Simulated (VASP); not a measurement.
# CsZn4S3 (P4/mmm) in VASP: single point with LDA

Aim: the single point of CsZn4S3 with LDA.

Everything below comes from runs of VASP 6.6.1. Logs are shortened: lines on timing, memory, paths and dates and some standing lists are left out, and cuts for length are marked.

### 1 The cell of the first run

The structure is tetragonal, space group P4/mmm (No. 123). Conventional cell: a = 4.181 Å, b = 4.181 Å, c = 10.575 Å, α = 90.00°, β = 90.00°, γ = 90.00°. Within 5.0 Å of Cs (site symmetry 4/mmm) lie 8 S at 3.78 Å and 4 Cs at 4.18 Å and 8 Zn at 4.22 Å. S (site symmetry 4mm) has 4 Zn at 2.47 Å within 3.3 Å. S (site symmetry 4/mmm) has 8 Zn at 2.65 Å within 3.5 Å. Zn (site symmetry 2mm) has 4 S at 2.47 to 2.65 Å and 5 Zn at 2.96 to 3.24 Å within 3.3 Å.

### 2 Single point, LDA

The input, INCAR:

```
SYSTEM = CsZn4S3
PREC     = Accurate       ! precision mode
ENCUT    = 520            ! plane-wave cutoff, eV
EDIFF    = 1E-6           ! SCF threshold, eV
ISMEAR   = -1             ! smearing method
SIGMA    = 0.1            ! smearing width, eV
LREAL    = .FALSE.        ! projectors in reciprocal space
LASPH    = .TRUE.         ! aspherical terms in the spheres
NELM     = 100            ! most SCF steps
ALGO     = Normal         ! electronic algorithm
ISIF     = 2              ! what is computed and relaxed
LWAVE    = .FALSE.        ! write WAVECAR
LCHARG   = .TRUE.         ! write CHGCAR
LELF     = .TRUE.         ! ELF
LVHAR    = .TRUE.       
NBANDS   = 48             ! bands
```

The input, KPOINTS:

```
regular mesh
0
G
  8 8 4
  0 0 0
```

The input, POSCAR:

```
CsZn4S3
1.0
    4.1811850000      0.0000000000      0.0000000000
    0.0000000000      4.1811850000      0.0000000000
    0.0000000000      0.0000000000     10.5751130000
Cs S Zn
1 3 4
Direct
    0.0000000000      0.0000000000      0.5000000000
    0.5000000000      0.5000000000      0.2777100000
    0.5000000000      0.5000000000      0.7222900000
    0.0000000000      0.0000000000      0.0000000000
    0.0000000000      0.5000000000      0.1533900000
    0.5000000000      0.0000000000      0.1533900000
    0.0000000000      0.5000000000      0.8466100000
    0.5000000000      0.0000000000      0.8466100000
```

Potentials or basis: VASP PAW LDA potentials, release 64 (Cs_sv, S, Zn).

The run is started by

```sh
> cat potpaw_LDA.64/Cs_sv/POTCAR potpaw_LDA.64/S/POTCAR potpaw_LDA.64/Zn/POTCAR > POTCAR
> mpirun -np 1 vasp_std > vasp.out
```

OUTCAR:

```text
SYSTEM = CsZn4S3
   PREC = Accurate
   ENCUT = 520
   EDIFF = 1E-6
   ISMEAR = -1
   LREAL = .FALSE.
   LASPH = .TRUE.
   NELM = 100
   ISIF = 2

 ion  position               nearest neighbor table
   1  0.000  0.000  0.500-
   2  0.500  0.500  0.278-   5 2.47   6 2.47   6 2.47   5 2.47
   3  0.500  0.500  0.722-   7 2.47   8 2.47   8 2.47   7 2.47
   4  0.000  0.000  0.000-   5 2.65   6 2.65   7 2.65   8 2.65   5 2.65   7 2.65   6 2.65   8 2.65

   5  0.000  0.500  0.153-   2 2.47   2 2.47   4 2.65   4 2.65   6 2.96   6 2.96   6 2.96   6 2.96

   6  0.500  0.000  0.153-   2 2.47   2 2.47   4 2.65   4 2.65   5 2.96   5 2.96   5 2.96   5 2.96

   7  0.000  0.500  0.847-   3 2.47   3 2.47   4 2.65   4 2.65   8 2.96   8 2.96   8 2.96   8 2.96

   8  0.500  0.000  0.847-   3 2.47   3 2.47   4 2.65   4 2.65   7 2.96   7 2.96   7 2.96   7 2.96

  LATTYP: Found a simple tetragonal cell.
 ALAT       =     4.1811850000
 C/A-ratio  =     2.5292143256

  Lattice vectors:

 A1 = (   4.1811850000,   0.0000000000,   0.0000000000)
 A2 = (   0.0000000000,   4.1811850000,   0.0000000000)
 A3 = (   0.0000000000,   0.0000000000,  10.5751130000)

Analysis of symmetry for initial positions (statically):
=====================================================================
 Subroutine PRICEL returns:
 Original cell was already a primitive cell.

 Routine SETGRP: Setting up the symmetry group for a
 simple tetragonal supercell.

 Subroutine GETGRP returns: Found 16 space group operations
 (whereof 16 operations were pure point group operations)
 out of a pool of 16 trial point group operations.

The static configuration has the point symmetry D_4h.

Analysis of symmetry for dynamics (positions and initial velocities):
=====================================================================
 Subroutine PRICEL returns:
 Original cell was already a primitive cell.

 Routine SETGRP: Setting up the symmetry group for a
 simple tetragonal supercell.

 Subroutine GETGRP returns: Found 16 space group operations
 (whereof 16 operations were pure point group operations)
 out of a pool of 16 trial point group operations.

The dynamic configuration has the point symmetry D_4h.

 Subroutine INISYM returns: Found 16 space group operations
 (whereof 16 operations are pure point group operations),
 and found     1 'primitive' translations

----------------------------------------------------------------------------------------

                                     Primitive cell

  volume of cell :     184.8774

  direct lattice vectors                    reciprocal lattice vectors
     4.181185000  0.000000000  0.000000000     0.239166648  0.000000000  0.000000000
     0.000000000  4.181185000  0.000000000     0.000000000  0.239166648  0.000000000
     0.000000000  0.000000000 10.575113000     0.000000000  0.000000000  0.094561637

  length of vectors
     4.181185000  4.181185000 10.575113000     0.239166648  0.239166648  0.094561637

  position of ions in fractional coordinates (direct lattice)
     0.000000000  0.000000000  0.500000000
     0.500000000  0.500000000  0.277710000
     0.500000000  0.500000000  0.722290000
     0.000000000  0.000000000  0.000000000
     0.000000000  0.500000000  0.153390000
     0.500000000  0.000000000  0.153390000
     0.000000000  0.500000000  0.846610000
     0.500000000  0.000000000  0.846610000

  ion indices of the primitive-cell ions
   primitive index   ion index
                 1           1
                 2           2
                 3           3
                 4           4
                 5           5
                 6           6
                 7           7
                 8           8

----------------------------------------------------------------------------------------

 KPOINTS: regular mesh

Automatic generation of k-mesh.
 Grid dimensions read from file:
 generate k-points for:    8    8    4

 Generating k-lattice:

  Cartesian coordinates                     Fractional coordinates (reciprocal lattice)
     0.029895831  0.000000000  0.000000000     0.125000000  0.000000000  0.000000000
     0.000000000  0.029895831  0.000000000     0.000000000  0.125000000  0.000000000
     0.000000000  0.000000000  0.023640409     0.000000000  0.000000000  0.250000000

  Length of vectors
     0.029895831  0.029895831  0.023640409

  Shift w.r.t. Gamma in fractional coordinates (k-lattice)
     0.000000000  0.000000000  0.000000000

 Subroutine IBZKPT returns following result:
 ===========================================

 Found     45 irreducible k-points:

 Following reciprocal coordinates:
            Coordinates               Weight
  0.000000  0.000000  0.000000      1.000000
  0.125000  0.000000  0.000000      4.000000
  0.250000  0.000000  0.000000      4.000000
  0.375000  0.000000  0.000000      4.000000
  0.500000  0.000000  0.000000      2.000000
  0.125000  0.125000  0.000000      4.000000
[... 16 lines left out ...]
  0.375000  0.125000  0.250000     16.000000
  0.500000  0.125000  0.250000      8.000000
 [... further k-points ...]
   k-points           NKPTS =     45   k-points in BZ     NKDIM =     45   number of bands    NBANDS=     48
   number of dos      NEDOS =    301   number of ions     NIONS =      8
   total plane-waves  NPLWV =  81920
   dimension x,y,z NGX =    32 NGY =   32 NGZ =   80
   dimension x,y,z NGXF=    64 NGYF=   64 NGZF=  160
   ions per type =               1   3   4
   NGX,Y,Z   is equivalent  to a cutoff of  12.72, 12.72, 12.58 a.u.
   NGXF,Y,Z  is equivalent  to a cutoff of  25.45, 25.45, 25.15 a.u.
 SYSTEM =  CsZn4S3
   PREC   = accura    normal or accurate (medium, high low for compatibility)
   ISTART =      0    job   : 0-new  1-cont  2-samecut
   ICHARG =      2    charge: 1-file 2-atom 10-const
   ISPIN  =      1    spin polarized calculation?
   LNONCOLLINEAR =      F non collinear calculations
   LSORBIT =      F    spin-orbit coupling
   LASPH  =      T    aspherical Exc in radial PAW
   ENCUT  =  520.0 eV  38.22 Ry    6.18 a.u.   7.77  7.77 19.66*2*pi/ulx,y,z
   NELM   =    100;   NELMIN=  2; NELMDL= -5     # of ELM steps
   EDIFF  = 0.1E-05   stopping-criterion for ELM
   LREAL  =      F    real-space projection
   EDIFFG = 0.1E-04   stopping-criterion for IOM
   NSW    =      0    number of steps for IOM
   IBRION =     -1    ionic relax: 0-MD 1-quasi-New 2-CG
   NFREE  =      0    steps in history (QN), initial steepest desc. (CG)
   ISIF   =      2    stress and relaxation
   ISYM   =      2    0-nonsym 1-usesym 2-fastsym
   POTIM  = 0.5000    time-step for ionic-motion
   TEBEG  =    0.0;   TEEND  =   0.0 temperature during run
   PSTRESS=    0.0 pullay stress
   NELECT =      75.0000    total number of electrons
   NUPDOWN=      -1.0000    fix difference up-down
   EMIN   =  10.00;   EMAX   =-10.00  energy-range for DOS
   EFERMI =   0.00;   METHOD = LEGACY
   ISMEAR =    -1;   SIGMA  =   0.10  broadening in eV -4-tet -1-fermi 0-gaus
   EFERMI_NEDOS =   21; number of points for ismear=-14 and -15
   IALGO  =     38    algorithm
   IMIX   =      4    mixing-type and parameters
     AMIX     =   0.40;   BMIX     =  1.00
     AMIX_MAG =   1.60;   BMIX_MAG =  1.00
  volume/ion in A,a.u.               =      23.11       155.95
  Fermi-wavevector in a.u.,A,eV,Ry     =   1.211902  2.290162 19.982948  1.468705
  Thomas-Fermi vector in A             =   2.347402
   LORBIT       =      0    0 simple, 1 ext, 2 COOP (PROOUT), +10 PAW based schemes
   GGA     = CA    functional components
   LHFCALC =     F    Hartree Fock is set to
   AEXX    =    0.0000 exact exchange contribution
   IVDW    =     0    specifies the selected vdW correction
   LEPSILON=     F    determine dielectric tensor
   LRPA    =     F    only Hartree local field effects (RPA)
 non-spin polarized calculation
  energy-cutoff  :      520.00
  volume of cell :      184.88
 maximum number of plane-waves:      5008
 NGX is ok and might be reduce to    32
   NGX = 15   NGY = 15   NGZ = 39

 number of electron      74.9999933 magnetization

 Free energy of the ion-electron system (eV)
  ---------------------------------------------------
  ext. energy  EPLUGINS =         0.00000000
  ---------------------------------------------------
  free energy    TOTEN  =       -24.43595890 eV

  energy without entropy =      -24.27824906  energy(sigma->0) =      -24.35710398

 E-fermi :   3.7074     XC(G=0):  -9.6973

 val. band max:        3.6731006167   @ k =   0.3750   0.3750   0.5000
 cond. band min:       3.7075203193   @ k =   0.2500   0.1250   0.5000
 fundamental gap:      0.0344197026
 Fermi energy:         3.7074460469

 k-point     1 :       0.0000    0.0000    0.0000
  band No.  band energies     occupation
      1     -19.5209      2.00000
      2     -11.0807      2.00000
      3     -10.5915      2.00000
      4     -10.2476      2.00000
      5      -6.3277      2.00000
      6      -6.0257      2.00000
[... 40 lines left out ...]
     47       7.5172      0.00000
     48       8.1731      0.00000

 k-point     2 :       0.1250    0.0000    0.0000
  band No.  band energies     occupation
      1     -19.5116      2.00000
      2     -11.0276      2.00000
      3     -10.5518      2.00000
      4     -10.2468      2.00000
      5      -6.3264      2.00000
      6      -6.1537      2.00000
[... 40 lines left out ...]
     47       7.5983      0.00000
     48       7.8033      0.00000

 k-point     3 :       0.2500    0.0000    0.0000
  band No.  band energies     occupation
      1     -19.4889      2.00000
      2     -10.8843      2.00000
      3     -10.4517      2.00000
      4     -10.2572      2.00000
      5      -6.4298      2.00000
      6      -6.3335      2.00000
[... 1060 lines left out ...]
     47       7.8472      0.00000
     48       7.9150      0.00000

 k-point    24 :       0.5000    0.1250    0.2500
  band No.  band energies     occupation
      1     -19.4476      2.00000
      2     -10.5580      2.00000
      3     -10.3168      2.00000
      4     -10.2715      2.00000
      5      -6.7512      2.00000
      6      -6.3449      2.00000
[... 40 lines left out ...]
     47       7.8268      0.00000
     48       7.8445      0.00000

 [... further k-points ...]

------------------------ aborting loop because EDIFF is reached ----------------------------------------

  FORCE on cell =-STRESS in cart. coord.  units (eV):
  Direction    XX          YY          ZZ          XY          YZ          ZX
  --------------------------------------------------------------------------------------
  -------------------------------------------------------------------------------------
  Total       -2.3733064     -2.3733064     -3.7496096      0.0000000      0.0000000      0.0000000
  in kB      -20.5674579    -20.5674579    -32.4947242      0.0000000      0.0000000      0.0000000
  external PRESSURE =     -24.5432134 kB  Pullay stress =       0.0000000 kB

 VOLUME and BASIS-vectors are now :
 -----------------------------------------------------------------------------
  energy-cutoff  :      520.00
  volume of cell :      184.88
      direct lattice vectors                 reciprocal lattice vectors
     4.181185000  0.000000000  0.000000000     0.239166648  0.000000000  0.000000000
     0.000000000  4.181185000  0.000000000     0.000000000  0.239166648  0.000000000
     0.000000000  0.000000000 10.575113000     0.000000000  0.000000000  0.094561637

 POSITION                                       TOTAL-FORCE (eV/Angst)
 -----------------------------------------------------------------------------------
      0.00000      0.00000      5.28756        -0.000000      0.000000     -0.000000
      2.09059      2.09059      2.93681         0.000000     -0.000000      0.143921
      2.09059      2.09059      7.63830        -0.000000     -0.000000     -0.143921
      0.00000      0.00000      0.00000        -0.000000      0.000000     -0.000000
      0.00000      2.09059      1.62212        -0.000000     -0.000000     -0.154176
      2.09059      0.00000      1.62212         0.000000      0.000000     -0.154176
      0.00000      2.09059      8.95300        -0.000000     -0.000000      0.154176
      2.09059      0.00000      8.95300        -0.000000      0.000000      0.154176
 -----------------------------------------------------------------------------------
    total drift:                                0.000000      0.000000      0.000000

  FREE ENERGIE OF THE ION-ELECTRON SYSTEM (eV)
  ---------------------------------------------------
  free  energy   TOTEN  =       -24.4359589016 eV

  energy  without entropy=      -24.2782490622  energy(sigma->0) =      -24.35710398
```

Run time: 7.2 min. Hardware: 1 thread of Oxide Virtual Turin-like, shared host; peak memory 0.41 GiB.

What came out:

- Free energy: -24.4360 eV
- Pressure: -2.5 GPa
- Largest force: 0.154 eV/Å
- Band gap on the k mesh: zero (an odd number of electrons rules out a gap without spin polarisation)

Forces in eV/Å, atoms in the order of the input:
```
Cs   0.000  0.000  0.000
S    0.000  0.000  0.144
S    0.000  0.000 -0.144
S    0.000  0.000  0.000
Zn   0.000  0.000 -0.154
Zn   0.000  0.000 -0.154
Zn   0.000  0.000  0.154
Zn   0.000  0.000  0.154
```

Stress tensor (GPa, compression positive):
```
-2.06  0.00  0.00
 0.00 -2.06  0.00
 0.00  0.00 -3.25
```

Levels at points of the mesh, in eV from the Fermi level:
| k point | band 35 | band 36 | band 37 | band 38 | band 39 | band 40 | band 41 | band 42 |
| --- | --- | --- | --- | --- | --- | --- | --- | --- |
| (0.00, 0.00, 0.00) | -2.91 | -2.91 | -1.65 | -0.96 | -0.10 | 0.33 | 0.59 | 1.28 |
| (0.50, 0.00, 0.00) | -3.46 | -3.42 | -0.94 | -0.75 | 0.78 | 1.59 | 2.40 | 2.51 |
| (0.50, 0.50, 0.00) | -4.66 | -4.28 | -0.63 | -0.10 | -0.10 | 0.62 | 2.09 | 2.66 |
| (0.00, 0.00, 0.50) | -2.95 | -2.95 | -0.93 | -0.92 | -0.14 | 0.09 | 0.25 | 1.43 |
| (0.50, 0.00, 0.50) | -3.46 | -3.45 | -0.72 | -0.55 | 0.39 | 1.27 | 2.31 | 2.69 |
| (0.50, 0.50, 0.50) | -4.61 | -4.54 | -0.28 | 0.14 | 0.14 | 1.29 | 1.34 | 1.77 |

Caveat: spin-orbit coupling is left out, which moves the levels of the heavy elements.
